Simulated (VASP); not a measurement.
Here is a VASP 6.6.1 calculation.

Contents of INCAR:

```
ALGO = Normal ; EDIFF = 1E-7
EDIFFG = -0.01 ; ENCUT = 600
GGA = PS ; GGA_COMPAT = False
IBRION = 2 ; ISIF = 4
ISMEAR = 0 ; LASPH = True
LCHARG = False ; LREAL = False
LWAVE = False ; NELM = 120
NELMIN = 4 ; NSW = 60
PREC = Accurate ; SIGMA = 0.05
```

KPOINTS

```
k-points
0
Gamma
  6 6 8
```

File POSCAR:

```
TiO2
1.0
    4.5880512718      0.0000000000      0.0000000000
    0.0000000000      4.5880512718      0.0000000000
    0.0000000000      0.0000000000      2.9320313686
Ti O
2 4
Direct
    0.0000000000      0.0000000000      0.0000000000
    0.5000000000      0.5000000000      0.5000000000
    0.3047507567      0.3047507567      0.0000000000
    0.8047507567      0.1952492433      0.5000000000
    0.1952492433      0.8047507567      0.5000000000
    0.6952492433      0.6952492433      0.0000000000
```

Potentials or basis: VASP PAW PBE potentials, release 64 (Ti_sv, O).

Command:

```sh
$ cat potpaw_PBE.64/Ti_sv/POTCAR potpaw_PBE.64/O/POTCAR > POTCAR
$ mpirun -np 1 vasp_std > vasp.out
```

**Question.** Estimate the band gap on the k mesh.

**Answer.** 1.83 eV.

Forces in eV/Å, atoms in the order of the input:
```
Ti   0.000  0.000  0.000
Ti   0.000  0.000  0.000
O    0.003  0.003  0.000
O    0.003 -0.003  0.000
O   -0.003  0.003  0.000
O   -0.003 -0.003  0.000
```

Caveat: the PAW data sets were made with another functional, which shifts forces and pressure a little. A k mesh can miss the band edges.
